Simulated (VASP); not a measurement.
# TiAl3 (Pmm2) in VASP: single point with r2SCAN

Aim: the single point of TiAl3 with r2SCAN.

Everything below comes from runs of VASP 6.6.1. Logs are shortened: lines on timing, memory, paths and dates and some standing lists are left out, and cuts for length are marked.

### Step 1. The cell of the first run

Symmetry: Pmm2, No. 25, orthorhombic system. Conventional cell: a = 2.785 Å, b = 4.675 Å, c = 4.902 Å, α = 90.00°, β = 90.00°, γ = 90.00°. Within 3.7 Å of Ti (site symmetry mm2) lie 2 Ti at 2.78 Å and 10 Al at 2.82 to 2.85 Å. Within 3.7 Å of Al (site symmetry mm2) lie 8 Al at 2.78 to 2.85 Å and 4 Ti at 2.82 Å. Within 3.7 Å of Al (site symmetry mm2) lie 8 Al at 2.78 to 2.84 Å and 4 Ti at 2.85 Å. Within 3.7 Å of Al (site symmetry mm2) lie 10 Al at 2.78 to 2.85 Å and 2 Ti at 2.83 Å.

### Step 2. Single point, r2SCAN

POSCAR

```
TiAl3
1.0
    2.7847609984      0.0000000000      0.0000000000
    0.0000000000      4.6745084951      0.0000000000
    0.0000000000      0.0000000000      4.9022640798
Ti Al
1 3
Direct
    0.0000000000      0.5000000000      0.1637640555
    0.5000000000      0.5000000000      0.6639014176
    0.5000000000      0.0000000000      0.3336653552
    0.0000000000      0.0000000000      0.8386681717
```

INCAR.step1

```
PREC     = Accurate       # precision mode
ENCUT    = 520            # plane-wave cutoff, eV
ISMEAR   = 0              # smearing method
SIGMA    = 0.1            # smearing width, eV
LREAL    = F              # projectors in reciprocal space
LASPH    = T              # aspherical terms in the spheres
NELM     = 80             # most SCF steps
NBANDS   = 18             # bands
GGA      = PE             # functional
ALGO     = Normal         # electronic algorithm
EDIFF    = 1E-4           # SCF threshold, eV
LWAVE    = T              # write WAVECAR
LCHARG   = F              # write CHGCAR
```

INCAR.step2

```
PREC     = Accurate       # precision mode
ENCUT    = 520            # plane-wave cutoff, eV
EDIFF    = 1E-6           # SCF threshold, eV
ISMEAR   = 0              # smearing method
SIGMA    = 0.1            # smearing width, eV
LREAL    = F              # projectors in reciprocal space
LASPH    = T              # aspherical terms in the spheres
NELM     = 80             # most SCF steps
ALGO     = Normal         # electronic algorithm
ISIF     = 2              # what is computed and relaxed
LWAVE    = F              # write WAVECAR
LCHARG   = T              # write CHGCAR
METAGGA  = R2SCAN         # meta-GGA
LMIXTAU  = T            
LELF     = T              # ELF
LVHAR    = T            
NBANDS   = 18             # bands
ISTART   = 1
```

KPOINTS

```
regular mesh
0
Gamma
  14 10 10
```

Potentials or basis: VASP PAW PBE potentials, release 64 (Ti_sv, Al).

The run is started by

```console
cat potpaw_PBE.64/Ti_sv/POTCAR potpaw_PBE.64/Al/POTCAR > POTCAR
cp INCAR.step1 INCAR
mpirun -np 1 vasp_std > vasp.out
cp INCAR.step2 INCAR
mpirun -np 1 vasp_std > vasp.out
```

OUTCAR:

```text
PREC = Accurate
   ENCUT = 520
   EDIFF = 1E-6
   ISMEAR = 0
   LREAL = F
   LASPH = T
   NELM = 80
   ISIF = 2
   METAGGA = R2SCAN
   ISTART = 1

 ion  position               nearest neighbor table
   1  0.000  0.500  0.164-   2 2.82   2 2.82   2 2.82   2 2.82   4 2.83   4 2.83   3 2.85   3 2.85
                             3 2.85   3 2.85
   2  0.500  0.500  0.664-   1 2.82   1 2.82   1 2.82   1 2.82   3 2.84   3 2.84   4 2.85   4 2.85
                             4 2.85   4 2.85
   3  0.500  0.000  0.334-   4 2.80   4 2.80   4 2.84   4 2.84   2 2.84   2 2.84   1 2.85   1 2.85
                             1 2.85   1 2.85
   4  0.000  0.000  0.839-   3 2.80   3 2.80   1 2.83   1 2.83   3 2.84   3 2.84   2 2.85   2 2.85
                             2 2.85   2 2.85

  LATTYP: Found a simple orthorhombic cell.
 ALAT       =     2.7847609984
 B/A-ratio  =     1.6786031181
 C/A-ratio  =     1.7603895209

  Lattice vectors:

 A1 = (   2.7847609984,   0.0000000000,   0.0000000000)
 A2 = (   0.0000000000,   4.6745084951,   0.0000000000)
 A3 = (   0.0000000000,   0.0000000000,   4.9022640798)

Analysis of symmetry for initial positions (statically):
=====================================================================
 Subroutine PRICEL returns:
 Original cell was already a primitive cell.

 Routine SETGRP: Setting up the symmetry group for a
 simple orthorhombic supercell.

 Subroutine GETGRP returns: Found  4 space group operations
 (whereof  4 operations were pure point group operations)
 out of a pool of  8 trial point group operations.

The static configuration has the point symmetry C_2v.

Analysis of symmetry for dynamics (positions and initial velocities):
=====================================================================
 Subroutine PRICEL returns:
 Original cell was already a primitive cell.

 Routine SETGRP: Setting up the symmetry group for a
 simple orthorhombic supercell.

 Subroutine GETGRP returns: Found  4 space group operations
 (whereof  4 operations were pure point group operations)
 out of a pool of  8 trial point group operations.

The dynamic configuration has the point symmetry C_2v.

 Subroutine INISYM returns: Found  4 space group operations
 (whereof  4 operations are pure point group operations),
 and found     1 'primitive' translations

----------------------------------------------------------------------------------------

                                     Primitive cell

  volume of cell :      63.8147

  direct lattice vectors                    reciprocal lattice vectors
     2.784760998  0.000000000  0.000000000     0.359097244  0.000000000  0.000000000
     0.000000000  4.674508495  0.000000000     0.000000000  0.213926234  0.000000000
     0.000000000  0.000000000  4.902264080     0.000000000  0.000000000  0.203987379

  length of vectors
     2.784760998  4.674508495  4.902264080     0.359097244  0.213926234  0.203987379

  position of ions in fractional coordinates (direct lattice)
     0.000000000  0.500000000  0.163764056
     0.500000000  0.500000000  0.663901418
     0.500000000  0.000000000  0.333665355
     0.000000000  0.000000000  0.838668172

  ion indices of the primitive-cell ions
   primitive index   ion index
                 1           1
                 2           2
                 3           3
                 4           4

----------------------------------------------------------------------------------------

 KPOINTS: regular mesh

Automatic generation of k-mesh.
 Grid dimensions read from file:
 generate k-points for:   14   10   10

 Generating k-lattice:

  Cartesian coordinates                     Fractional coordinates (reciprocal lattice)
     0.025649803  0.000000000  0.000000000     0.071428571  0.000000000  0.000000000
     0.000000000  0.021392623  0.000000000     0.000000000  0.100000000  0.000000000
     0.000000000  0.000000000  0.020398738     0.000000000  0.000000000  0.100000000

  Length of vectors
     0.025649803  0.021392623  0.020398738

  Shift w.r.t. Gamma in fractional coordinates (k-lattice)
     0.000000000  0.000000000  0.000000000

 Subroutine IBZKPT returns following result:
 ===========================================

 Found    288 irreducible k-points:

 Following reciprocal coordinates:
            Coordinates               Weight
  0.000000  0.000000  0.000000      1.000000
  0.071429  0.000000  0.000000      2.000000
  0.142857  0.000000  0.000000      2.000000
  0.214286  0.000000  0.000000      2.000000
  0.285714  0.000000  0.000000      2.000000
  0.357143  0.000000  0.000000      2.000000
[... 16 lines left out ...]
  0.428571  0.200000  0.000000      4.000000
  0.500000  0.200000  0.000000      2.000000
 [... further k-points ...]
   k-points           NKPTS =    288   k-points in BZ     NKDIM =    288   number of bands    NBANDS=     18
   number of dos      NEDOS =    301   number of ions     NIONS =      4
   total plane-waves  NPLWV =  31104
   dimension x,y,z NGX =    24 NGY =   36 NGZ =   36
   dimension x,y,z NGXF=    48 NGYF=   72 NGZF=   72
   ions per type =               1   3
   NGX,Y,Z   is equivalent  to a cutoff of  14.33, 12.80, 12.21 a.u.
   NGXF,Y,Z  is equivalent  to a cutoff of  28.66, 25.61, 24.42 a.u.
 SYSTEM =  unknown system
   PREC   = accura    normal or accurate (medium, high low for compatibility)
   ISTART =      1    job   : 0-new  1-cont  2-samecut
   ICHARG =      0    charge: 1-file 2-atom 10-const
   ISPIN  =      1    spin polarized calculation?
   LNONCOLLINEAR =      F non collinear calculations
   LSORBIT =      F    spin-orbit coupling
   LASPH  =      T    aspherical Exc in radial PAW
   ENCUT  =  520.0 eV  38.22 Ry    6.18 a.u.   5.18  8.69  9.11*2*pi/ulx,y,z
   NELM   =     80;   NELMIN=  2; NELMDL=  0     # of ELM steps
   EDIFF  = 0.1E-05   stopping-criterion for ELM
   LREAL  =      F    real-space projection
   EDIFFG = 0.1E-04   stopping-criterion for IOM
   NSW    =      0    number of steps for IOM
   IBRION =     -1    ionic relax: 0-MD 1-quasi-New 2-CG
   NFREE  =      0    steps in history (QN), initial steepest desc. (CG)
   ISIF   =      2    stress and relaxation
   ISYM   =      2    0-nonsym 1-usesym 2-fastsym
   POTIM  = 0.5000    time-step for ionic-motion
   TEBEG  =    0.0;   TEEND  =   0.0 temperature during run
   PSTRESS=    0.0 pullay stress
   NELECT =      21.0000    total number of electrons
   NUPDOWN=      -1.0000    fix difference up-down
   EMIN   =  10.00;   EMAX   =-10.00  energy-range for DOS
   EFERMI =   0.00;   METHOD = LEGACY
   ISMEAR =     0;   SIGMA  =   0.10  broadening in eV -4-tet -1-fermi 0-gaus
   EFERMI_NEDOS =   21; number of points for ismear=-14 and -15
   IALGO  =     38    algorithm
   IMIX   =      4    mixing-type and parameters
     AMIX     =   0.40;   BMIX     =  1.00
     AMIX_MAG =   1.60;   BMIX_MAG =  1.00
  volume/ion in A,a.u.               =      15.95       107.66
  Fermi-wavevector in a.u.,A,eV,Ry     =   1.130250  2.135862 17.380958  1.277464
  Thomas-Fermi vector in A             =   2.266946
   LORBIT       =      0    0 simple, 1 ext, 2 COOP (PROOUT), +10 PAW based schemes
   METAGGA = R2SCAN    functional components
   LHFCALC =     F    Hartree Fock is set to
   AEXX    =    0.0000 exact exchange contribution
   IVDW    =     0    specifies the selected vdW correction
   LEPSILON=     F    determine dielectric tensor
   LRPA    =     F    only Hartree local field effects (RPA)
 non-spin polarized calculation
 Gauss-broadening in eV      SIGMA  =   0.10
  energy-cutoff  :      520.00
  volume of cell :       63.81
 maximum number of plane-waves:      1742
 NGX is ok and might be reduce to    24
   NGX = 11   NGY = 17   NGZ = 19

 number of electron      21.0000001 magnetization

 Free energy of the ion-electron system (eV)
  ---------------------------------------------------
  ext. energy  EPLUGINS =         0.00000000
  ---------------------------------------------------
  free energy    TOTEN  =       -34.21997872 eV

  energy without entropy =      -34.20835957  energy(sigma->0) =      -34.21416915

 E-fermi :   8.2672     XC(G=0): -11.4792

 val. band max:        8.2645087327   @ k =   0.1429   0.1000   0.5000
 cond. band min:       8.2688213636   @ k =   0.1429   0.2000   0.3000
 fundamental gap:      0.0043126309
 Fermi energy:         8.2671684016

 k-point     1 :       0.0000    0.0000    0.0000
  band No.  band energies     occupation
      1     -50.5416      2.00000
      2     -25.8373      2.00000
      3     -25.8338      2.00000
      4     -25.3915      2.00000
      5      -2.6107      2.00000
      6       2.7972      2.00000
[... 10 lines left out ...]
     17      14.5458      0.00000
     18      15.0309      0.00000

 k-point     2 :       0.0714    0.0000    0.0000
  band No.  band energies     occupation
      1     -50.5381      2.00000
      2     -25.8340      2.00000
      3     -25.8305      2.00000
      4     -25.4197      2.00000
      5      -2.5055      2.00000
      6       2.8913      2.00000
[... 10 lines left out ...]
     17      14.4705      0.00000
     18      14.5503      0.00000

 k-point     3 :       0.1429    0.0000    0.0000
  band No.  band energies     occupation
      1     -50.5284      2.00000
      2     -25.8248      2.00000
      3     -25.8210      2.00000
      4     -25.4982      2.00000
      5      -2.1914      2.00000
      6       3.1719      2.00000
[... 10 lines left out ...]
     17      13.0584      0.00000
     18      14.5582      0.00000

 k-point     4 :       0.2143    0.0000    0.0000
  band No.  band energies     occupation
      1     -50.5142      2.00000
      2     -25.8114      2.00000
      3     -25.8074      2.00000
      4     -25.6104      2.00000
      5      -1.6719      2.00000
      6       3.6320      2.00000
[... 375 lines left out ...]
      4     -25.7784      2.00000
      5       0.2134      2.00000
      6       4.0512      2.00000
[... 10 lines left out ...]
     17      12.4904      0.00000
     18      13.0735      0.00000

 k-point    23 :       0.4286    0.2000    0.0000
  band No.  band energies     occupation
      1     -50.4742      2.00000
      2     -25.9176      2.00000
      3     -25.7746      2.00000
      4     -25.7689      2.00000
      5       1.2957      2.00000
      6       3.9137      2.00000
[... 10 lines left out ...]
     17      12.5218      0.00000
     18      12.7075      0.00000

 k-point    24 :       0.5000    0.2000    0.0000
  band No.  band energies     occupation
      1     -50.4706      2.00000
      2     -25.9442      2.00000
      3     -25.7713      2.00000
      4     -25.7655      2.00000
      5       2.4818      2.00000
      6       2.6090      2.00000
[... 10 lines left out ...]
     17      12.5730      0.00000
     18      13.0197      0.00000

 [... further k-points ...]
[... 5 lines left out ...]
  --------------------------------------------------------------------------------------
  -------------------------------------------------------------------------------------
  Total       -0.0439819     -0.0361068     -0.0343068      0.0000000      0.0000000      0.0000000
  in kB       -1.1042418     -0.9065245     -0.8613321      0.0000000      0.0000000      0.0000000
  external PRESSURE =      -0.9573661 kB  Pullay stress =       0.0000000 kB

 VOLUME and BASIS-vectors are now :
 -----------------------------------------------------------------------------
  energy-cutoff  :      520.00
  volume of cell :       63.81
      direct lattice vectors                 reciprocal lattice vectors
     2.784760998  0.000000000  0.000000000     0.359097244  0.000000000  0.000000000
     0.000000000  4.674508495  0.000000000     0.000000000  0.213926234  0.000000000
     0.000000000  0.000000000  4.902264080     0.000000000  0.000000000  0.203987379

 POSITION                                       TOTAL-FORCE (eV/Angst)
 -----------------------------------------------------------------------------------
      0.00000      2.33725      0.80281         0.000000      0.000000      0.000157
      1.39238      2.33725      3.25462         0.000000      0.000000      0.004165
      1.39238      0.00000      1.63572         0.000000      0.000000      0.009280
      0.00000      0.00000      4.11137         0.000000      0.000000     -0.013602
 -----------------------------------------------------------------------------------
    total drift:                                0.000000      0.000000      0.000445

  FREE ENERGIE OF THE ION-ELECTRON SYSTEM (eV)
  ---------------------------------------------------
  free  energy   TOTEN  =       -34.2199787246 eV

  energy  without entropy=      -34.2083595737  energy(sigma->0) =      -34.21416915
```

Run time: 5.8 min. Hardware: 1 thread of Intel Xeon 6975P-C (Granite Rapids), shared host; peak memory 0.42 GiB.

Results:

- Free energy: -34.2200 eV
- Pressure: -0.1 GPa
- Largest force: 0.014 eV/Å

Forces in eV/Å, atoms in the order of the input:
```
Ti   0.000  0.000  0.000
Al   0.000  0.000  0.004
Al   0.000  0.000  0.009
Al   0.000  0.000 -0.014
```

Caveat: the PAW data sets were made with another functional, which shifts forces and pressure a little.
